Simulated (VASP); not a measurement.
Set up this calculation in VASP 6.6.1, as the native input.

```
Task                   : single point
Functional             : PBE
Potentials or basis    : VASP PAW PBE potentials, release 64 (Gd, O)
Cutoff                 : 520 eV
k mesh                 : 9 × 9 × 9
Occupations            : fermi-dirac, width 0.05 eV
Spin                   : collinear spin, ferromagnetic start
Starting moments       : [7.0, 0.0] μB
Dipole correction      : no
Further INCAR settings : ALGO = Normal; EDIFF = 1e-07; NBANDS = 23
```

The structure of GdO lies in POSCAR:

```
GdO
1.0
    0.0000000000      2.7178813158      2.7178813158
    2.7178813158      0.0000000000      2.7178813158
    2.7178813158      2.7178813158      0.0000000000
Gd O
1 1
Direct
    0.0000000000      0.0000000000      0.0000000000
    0.7500000000      0.7500000000      0.7500000000
```

This cell differs from its parent crystal: volume scaled by 1.02.

One way to write it, as run:

INCAR

```
SYSTEM = GdO
  PREC = Accurate
  ENCUT = 520
  EDIFF = 1E-7
  ISMEAR = -1
  SIGMA = 0.05
  LREAL = .False.
  LASPH = .True.
  NELM = 150
  ALGO = Normal
  ISIF = 2
  LWAVE = .False.
  LCHARG = .False.
  ISPIN = 2
  MAGMOM = 7 0
  LORBIT = 11
  LMAXMIX = 6
  GGA = PE
  NBANDS = 23
```

KPOINTS

```
Automatic mesh
0
Gamma
  9 9 9
  0 0 0
```

Potentials or basis: VASP PAW PBE potentials, release 64 (Gd, O).

The run is started by

```sh
$ cat potpaw_PBE.64/Gd/POTCAR potpaw_PBE.64/O/POTCAR > POTCAR
$ mpirun -np 1 vasp_std > vasp.out
```

Results of the run:

* Pressure: -2.3 GPa
* Net moment: 7.56 μB per cell
* Site moments: Gd +6.87; O -0.02 μB
* Valence electrons inside the program's atomic spheres: Gd 15.20; O 4.99

Caveat: a cell with one magnetic atom can't hold antiferromagnetic order, which such compounds often take.

It took 77 s on 1 thread of AMD EPYC 9R45 96-Core Processor (Zen 5) (shared host), peak memory 0.2 GiB.
